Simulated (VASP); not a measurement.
The system is CaO.

```
Ca O
1.0
     0.00000    2.40356    2.40356
     2.40356    0.00000    2.40356
     2.40356    2.40356    0.00000
Ca O
1 1
Direct
  0.00000 0.00000 0.00000
  0.50000 0.50000 0.50000
```

Base run:

| Property | Result |
| --- | --- |
| Program | VASP 6.6.1 |
| Functional | PBEsol |
| Dispersion | D3(BJ) |
| Potentials or basis | VASP PAW PBE potentials, release 64 (Ca_sv, O) |
| Cutoff | 600 eV |
| k mesh | 10 × 10 × 10 |
| Occupations | tetrahedron |
| Spin | no spin polarisation |

Its results: band gap on the k mesh 3.54 eV (least direct gap 3.91 eV); pressure -5.4 GPa.

**Question.** The run is repeated on the same cell with these changes: functional from PBEsol to BLYP; occupations from tetrahedron to fermi-dirac, width 0.05 eV. What comes out?

**Answer.** Band gap on the k mesh 3.73 eV (least direct gap 4.10 eV); pressure -2.5 GPa.

Caveats: the PAW data sets were made with another functional, which shifts forces and pressure a little; the cell stands under tension (at least some runs); three body term missing (at least some runs).

A k mesh can miss the band edges.
